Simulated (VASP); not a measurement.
# ZrB2 (P6/mmm) in VASP: notebook, part 2 of 2

VASP 6.6.1.

**3. Single point, LDA (volume 10.674 Å^3 an atom, c/a of the conventional cell 0.9865)**

INCAR reads:

```
SYSTEM = ZrB2
  PREC = Accurate
  ENCUT = 520
  EDIFF = 1E-6
  ISMEAR = 0
  SIGMA = 0.15
  LREAL = .False.
  LASPH = .True.
  NELM = 100
  ALGO = Normal
  ISIF = 2
  LWAVE = .False.
  LCHARG = .False.
  GGA = CA
  NBANDS = 16
```

KPOINTS reads:

```
regular mesh
0
Gamma
  18 18 12
  0 0 0
```

POSCAR reads:

```
ZrB2
1.0
    3.3466239183      0.0000000000      0.0000000000
   -1.6733119592      2.8982613302      0.0000000000
    0.0000000000      0.0000000000      3.3014444954
Zr B
1 2
Direct
    0.0000000000      0.0000000000      0.0000000000
    0.3333333333      0.6666666667      0.5000000000
    0.6666666667      0.3333333333      0.5000000000
```

Potentials or basis: VASP PAW LDA potentials, release 64 (Zr_sv, B).

Started as:

```
> cat potpaw_LDA.64/Zr_sv/POTCAR potpaw_LDA.64/B/POTCAR > POTCAR
> mpirun -np 1 vasp_std > vasp.out
```

OUTCAR:

```text
SYSTEM = ZrB2
   PREC = Accurate
   ENCUT = 520
   EDIFF = 1E-6
   ISMEAR = 0
   LREAL = .False.
   LASPH = .True.
   NELM = 100
   ISIF = 2
   GGA = CA

 ion  position               nearest neighbor table
   1  0.000  0.000  0.000-   2 2.54   3 2.54   2 2.54   3 2.54   3 2.54   3 2.54   2 2.54   2 2.54
                             3 2.54   3 2.54   2 2.54   2 2.54
   2  0.333  0.667  0.500-   3 1.93   3 1.93   3 1.93   1 2.54   1 2.54   1 2.54   1 2.54   1 2.54
                             1 2.54
   3  0.667  0.333  0.500-   2 1.93   2 1.93   2 1.93   1 2.54   1 2.54   1 2.54   1 2.54   1 2.54
                             1 2.54

  LATTYP: Found a hexagonal cell.
 ALAT       =     3.3466239183
 C/A-ratio  =     0.9865000000

  Lattice vectors:

 A1 = (   3.3466239183,   0.0000000000,   0.0000000000)
 A2 = (  -1.6733119592,   2.8982613302,   0.0000000000)
 A3 = (   0.0000000000,   0.0000000000,   3.3014444954)

Analysis of symmetry for initial positions (statically):
=====================================================================
 Subroutine PRICEL returns:
 Original cell was already a primitive cell.

 Routine SETGRP: Setting up the symmetry group for a
 hexagonal supercell.

 Subroutine GETGRP returns: Found 24 space group operations
 (whereof 24 operations were pure point group operations)
[... 165 lines left out ...]
  energy without entropy =      -27.03645873  energy(sigma->0) =      -27.03826186

 E-fermi :   9.9211     XC(G=0): -12.4136

 val. band max:        9.9009714310   @ k =   0.0556   0.0556   0.3333
 cond. band min:       9.9273252440   @ k =   0.0556   0.0000   0.5000
 fundamental gap:      0.0263538130
 Fermi energy:         9.9211061301

 k-point     1 :       0.0000    0.0000    0.0000
  band No.  band energies     occupation
      1     -38.3003      2.00000
      2     -16.4910      2.00000
      3     -16.2708      2.00000
      4     -16.2708      2.00000
      5      -2.1905      2.00000
      6       6.7155      2.00000
[... 433 lines left out ...]
      3     -16.4594      2.00000
      4     -16.3894      2.00000
      5       0.9535      2.00000
      6       2.2662      2.00000
[... 8 lines left out ...]
     15      18.1870      0.00000
     16      19.0403      0.00000

 [... further k-points ...]
[... 5 lines left out ...]
  --------------------------------------------------------------------------------------
  -------------------------------------------------------------------------------------
  Total       -5.9057614     -5.9057614      1.4563348      0.0000000     -0.0000000     -0.0000000
  in kB     -295.4867613   -295.4867613     72.8657375      0.0000000     -0.0000000     -0.0000000
  external PRESSURE =    -172.7025950 kB  Pullay stress =       0.0000000 kB

 VOLUME and BASIS-vectors are now :
 -----------------------------------------------------------------------------
  energy-cutoff  :      520.00
  volume of cell :       32.02
      direct lattice vectors                 reciprocal lattice vectors
     3.346623918  0.000000000  0.000000000     0.298808598  0.172517224  0.000000000
    -1.673311959  2.898261330  0.000000000     0.000000000  0.345034449  0.000000000
     0.000000000  0.000000000  3.301444495     0.000000000  0.000000000  0.302897717

 POSITION                                       TOTAL-FORCE (eV/Angst)
 -----------------------------------------------------------------------------------
      0.00000      0.00000      0.00000         0.000000     -0.000000     -0.000000
     -0.00000      1.93217      1.65072         0.000000     -0.000000     -0.000000
      1.67331      0.96609      1.65072        -0.000000      0.000000      0.000000
 -----------------------------------------------------------------------------------
    total drift:                               -0.000000      0.000000      0.000000

  FREE ENERGIE OF THE ION-ELECTRON SYSTEM (eV)
  ---------------------------------------------------
  free  energy   TOTEN  =       -27.0400650006 eV

  energy  without entropy=      -27.0364587252  energy(sigma->0) =      -27.03826186
```

stdout:

```text
POSCAR found type information on POSCAR ZrB
 POSCAR found :  2 types and       3 ions
 scaLAPACK will be used
 LDA part: xc-table for (Slater(with rela. corr.)+CA(PZ))
 , standard interpolation
 POSCAR, INCAR and KPOINTS ok, starting setup
 FFT: planning ... GRIDC
 FFT: planning ... GRID_SOFT
 FFT: planning ... GRID
 WAVECAR not read
 entering main loop
```

Run time: 48 s. Hardware: 1 thread of Intel Xeon 6975P-C (Granite Rapids), shared host; peak memory 0.24 GiB.

What came out:

```yaml
Free_energy: -27.0401 eV
Pressure: -17.3 GPa
Band_gap_on_the_k_mesh: zero (band 9 reaches 10.47 eV, above the bottom of band 10 at 9.31 eV)
```

Stress tensor (GPa, compression positive):
```
-29.55   0.00   0.00
  0.00 -29.55   0.00
  0.00   0.00   7.29
```

Levels at points of the mesh, in eV from the Fermi level:
| k point | band 5 | band 6 | band 7 | band 8 | band 9 | band 10 | band 11 | band 12 | band 13 | band 14 |
| --- | --- | --- | --- | --- | --- | --- | --- | --- | --- | --- |
| (0.00, 0.00, 0.00) | -12.11 | -3.21 | -3.21 | -2.11 | -1.18 | 3.17 | 3.36 | 3.36 | 4.35 | 4.35 |
| (0.50, 0.00, 0.00) | -8.66 | -8.23 | -3.04 | -2.75 | -2.62 | 2.55 | 2.76 | 3.86 | 4.39 | 6.90 |
| (0.00, 0.00, 0.50) | -9.73 | -6.63 | -1.22 | -1.22 | -0.61 | -0.61 | 0.79 | 0.79 | 3.84 | 3.90 |
| (0.50, 0.00, 0.50) | -9.48 | -6.34 | -4.80 | -3.95 | -2.13 | 3.64 | 4.58 | 4.87 | 6.68 | 7.09 |

**4. Single point, LDA (volume 10.674 Å^3 an atom, c/a of the conventional cell 1.1138)**

INCAR reads:

```
PREC = Accurate ; ENCUT = 520
EDIFF = 1E-6 ; ISMEAR = 0
SIGMA = 0.15 ; LREAL = False
LASPH = True ; NELM = 100
ALGO = Normal ; ISIF = 2
LWAVE = False ; LCHARG = False
GGA = CA ; NBANDS = 16
```

KPOINTS reads:

```
regular mesh
0
Gamma
  18 18 12
```

POSCAR reads:

```
ZrB2
1.0
    3.2139711393      0.0000000000      0.0000000000
   -1.6069855697      2.7833806537      0.0000000000
    0.0000000000      0.0000000000      3.5795948643
Zr B
1 2
Direct
    0.0000000000      0.0000000000      0.0000000000
    0.3333333333      0.6666666667      0.5000000000
    0.6666666667      0.3333333333      0.5000000000
```

Started as:

```
> cat potpaw_LDA.64/Zr_sv/POTCAR potpaw_LDA.64/B/POTCAR > POTCAR
> mpirun -np 1 vasp_std > vasp.out
```

Run time: 37 s. Hardware: 1 thread of Intel Xeon 6975P-C (Granite Rapids), shared host; peak memory 0.23 GiB.

The run converged. Its results:

* Free energy: -27.3556 eV
* Pressure: -16.9 GPa
* Band gap on the k mesh: zero (band 9 reaches 10.72 eV, above the bottom of band 10 at 9.52 eV)

Stress tensor (GPa, compression positive):
```
-17.40   0.00   0.00
  0.00 -17.40   0.00
  0.00   0.00 -15.89
```

Levels at points of the mesh, in eV from the Fermi level:
```tsv
k point	band 5	band 6	band 7	band 8	band 9	band 10	band 11	band 12	band 13	band 14
(0.00, 0.00, 0.00)	-12.41	-2.58	-2.58	-2.53	-2.34	3.15	3.15	3.91	3.91	4.69
(0.50, 0.00, 0.00)	-8.73	-8.34	-3.77	-3.02	-2.61	2.14	2.14	4.61	4.68	6.28
(0.00, 0.00, 0.50)	-10.49	-6.83	-0.98	-0.98	0.26	0.26	0.69	0.69	1.67	4.89
(0.50, 0.00, 0.50)	-9.63	-6.86	-4.49	-4.02	-2.06	3.47	3.93	4.96	5.86	6.08
```

**5. Single point, LDA (volume 10.674 Å^3 an atom, c/a of the conventional cell 1.2574)**

INCAR reads:

```
ALGO = Normal
EDIFF = 1E-6
ENCUT = 520
GGA = CA
ISIF = 2
ISMEAR = 0
LASPH = True
LCHARG = False
LREAL = False
LWAVE = False
NBANDS = 16
NELM = 80
PREC = Accurate
SIGMA = 0.15
```

KPOINTS reads:

```
k-points
0
Gamma
  18 18 12
```

POSCAR reads:

```
ZrB2
1.0
    3.0866078414      0.0000000000      0.0000000000
   -1.5433039207      2.6730808022      0.0000000000
    0.0000000000      0.0000000000      3.8811006998
Zr B
1 2
Direct
    0.0000000000      0.0000000000      0.0000000000
    0.3333333333      0.6666666667      0.5000000000
    0.6666666667      0.3333333333      0.5000000000
```

Started as:

```
> cat potpaw_LDA.64/Zr_sv/POTCAR potpaw_LDA.64/B/POTCAR > POTCAR
> mpirun -np 1 vasp_std > vasp.out
```

Wall time 37 s (1 thread of Intel Xeon 6975P-C (Granite Rapids), shared host); peak memory 0.23 GiB.

It converged, with:

* Free energy: -27.0820 eV
* Pressure: -13.7 GPa
* Band gap on the k mesh: zero (band 9 reaches 10.11 eV, above the bottom of band 10 at 9.22 eV)

Stress tensor (GPa, compression positive):
```
 -2.04   0.00   0.00
  0.00  -2.04   0.00
  0.00   0.00 -36.89
```

Levels at points of the mesh, in eV from the Fermi level:
| k point | band 7 | band 8 | band 9 | band 10 | band 11 | band 12 |
| --- | --- | --- | --- | --- | --- | --- |
| (0.00, 0.00, 0.00) | -2.78 | -1.56 | -1.56 | 3.25 | 3.25 | 3.51 |
| (0.50, 0.00, 0.00) | -4.13 | -2.53 | -2.46 | 2.11 | 2.30 | 4.78 |
| (0.00, 0.00, 0.50) | -0.22 | -0.22 | 0.11 | 0.88 | 0.88 | 1.57 |
| (0.50, 0.00, 0.50) | -3.79 | -3.68 | -1.70 | 2.41 | 4.43 | 4.84 |

**6. Single point, LDA (volume 11.069 Å^3 an atom, c/a of the conventional cell 0.9284)**

INCAR reads:

```
SYSTEM = ZrB2
PREC = Accurate
ENCUT = 520
EDIFF = 1E-7
ISMEAR = 0
SIGMA = 0.15
LREAL = .FALSE.
LASPH = .TRUE.
NELM = 80
ALGO = Normal
ISIF = 2
LWAVE = .FALSE.
LCHARG = .TRUE.
GGA = CA
LELF = .TRUE.
LVHAR = .TRUE.
NBANDS = 16
```

KPOINTS reads:

```
Automatic mesh
0
G
  18 18 12
  0 0 0
```

POSCAR reads:

```
ZrB2
1.0
    3.4566437803      0.0000000000      0.0000000000
   -1.7283218902      2.9935413256      0.0000000000
    0.0000000000      0.0000000000      3.2091480857
Zr B
1 2
Direct
    0.0000000000      0.0000000000      0.0000000000
    0.3333333333      0.6666666667      0.5000000000
    0.6666666667      0.3333333333      0.5000000000
```

Potentials or basis: VASP PAW LDA potentials, release 64 (Zr_sv, B).

Started as:

```
> cat potpaw_LDA.64/Zr_sv/POTCAR potpaw_LDA.64/B/POTCAR > POTCAR
> mpirun -np 1 vasp_std > vasp.out
```

OUTCAR:

```text
SYSTEM = ZrB2
   PREC = Accurate
   ENCUT = 520
   EDIFF = 1E-7
   ISMEAR = 0
   LREAL = .FALSE.
   LASPH = .TRUE.
   NELM = 80
   ISIF = 2
   GGA = CA

 ion  position               nearest neighbor table
   1  0.000  0.000  0.000-   2 2.56   3 2.56   2 2.56   3 2.56   3 2.56   3 2.56   2 2.56   2 2.56
                             3 2.56   3 2.56   2 2.56   2 2.56
   2  0.333  0.667  0.500-   3 2.00   3 2.00   3 2.00   1 2.56   1 2.56   1 2.56   1 2.56   1 2.56
                             1 2.56
   3  0.667  0.333  0.500-   2 2.00   2 2.00   2 2.00   1 2.56   1 2.56   1 2.56   1 2.56   1 2.56
                             1 2.56

[... 656 lines left out ...]
  --------------------------------------------------------------------------------------
  -------------------------------------------------------------------------------------
  Total       -8.3418868     -8.3418868      2.2990951      0.0000000     -0.0000000     -0.0000000
  in kB     -402.4808603   -402.4808603    110.9271557      0.0000000     -0.0000000     -0.0000000
  external PRESSURE =    -231.3448550 kB  Pullay stress =       0.0000000 kB

 VOLUME and BASIS-vectors are now :
 -----------------------------------------------------------------------------
  energy-cutoff  :      520.00
  volume of cell :       33.21
      direct lattice vectors                 reciprocal lattice vectors
     3.456643780  0.000000000  0.000000000     0.289297962  0.167026256  0.000000000
    -1.728321890  2.993541326  0.000000000     0.000000000  0.334052512  0.000000000
     0.000000000  0.000000000  3.209148086     0.000000000  0.000000000  0.311609179

 POSITION                                       TOTAL-FORCE (eV/Angst)
 -----------------------------------------------------------------------------------
      0.00000      0.00000      0.00000        -0.000000      0.000000     -0.000000
     -0.00000      1.99569      1.60457        -0.000000      0.000000     -0.000000
      1.72832      0.99785      1.60457         0.000000     -0.000000      0.000000
 -----------------------------------------------------------------------------------
    total drift:                               -0.000000      0.000000      0.000000

  FREE ENERGIE OF THE ION-ELECTRON SYSTEM (eV)
  ---------------------------------------------------
  free  energy   TOTEN  =       -26.5252496600 eV

  energy  without entropy=      -26.5223147695  energy(sigma->0) =      -26.52378221
```

It took 1.8 min on 1 thread of Intel Xeon Platinum 8259CL at 2.50GHz (Skylake/Cascade Lake), shared host; peak memory 0.24 GiB.

What came out:

```
Free energy            : -26.5252 eV
Pressure               : -23.1 GPa
Band gap on the k mesh : zero (band 9 reaches 10.04 eV, above the bottom of band 10 at 8.51 eV)
```

**7. The runs side by side**

| cell | gap on the mesh (eV) | pressure (GPa) |
| --- | --- | --- |
| a = 3.415, b = 3.415, c = 3.171 Å, angles 90.0, 90.0, 120.0°, 3 atoms | none | -16.6 |
| a = 3.347, b = 3.347, c = 3.301 Å, angles 90.0, 90.0, 120.0°, 3 atoms | none | -17.3 |
| a = 3.214, b = 3.214, c = 3.580 Å, angles 90.0, 90.0, 120.0°, 3 atoms | none | -16.9 |
| a = 3.087, b = 3.087, c = 3.881 Å, angles 90.0, 90.0, 120.0°, 3 atoms | none | -13.7 |
| a = 3.457, b = 3.457, c = 3.209 Å, angles 90.0, 90.0, 120.0°, 3 atoms | none | -23.1 |

Alike in all rows: task single point; level LDA; potentials or basis VASP PAW LDA potentials, release 64 (Zr_sv, B); no spin polarisation; k mesh 18 × 18 × 12; cutoff (eV) 520; smearing gaussian 0.15 eV.

Absolute energies hang on the potentials; compare differences alone.
